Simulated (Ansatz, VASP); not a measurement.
# Ti in VASP and in Ansatz

```
Ti
1.0
    -1.64100    1.64100    1.69023
     1.64100   -1.64100    1.69023
     1.64100    1.64100   -1.69023
Ti
1
Direct
  0.00000 0.00000 0.00000
```

Change from the starting cell: zz strain of +3 %.

Alike in both runs: task single point; functional PBE; k mesh 14 × 14 × 14; occupations fermi-dirac, width 0.05 eV; no spin polarisation.

|  | VASP | Ansatz |
| --- | --- | --- |
| version | VASP 6.6.1 | Ansatz 0.2.0 |
| potentials or method | VASP PAW PBE potentials, release 64 (Ti_sv), cutoff 520 eV | all-electron LAPW, scalar-relativistic |

|  | VASP | Ansatz | Ansatz less VASP |
| --- | --- | --- | --- |
| pressure (GPa) | -5.3 | -5.2 | +0.17 |
| traceless stress, the component that is largest in VASP (GPa) | 0.44 | 0.44 | +0.001 |

Ansatz ran all-electron here, and VASP with PAW potentials.
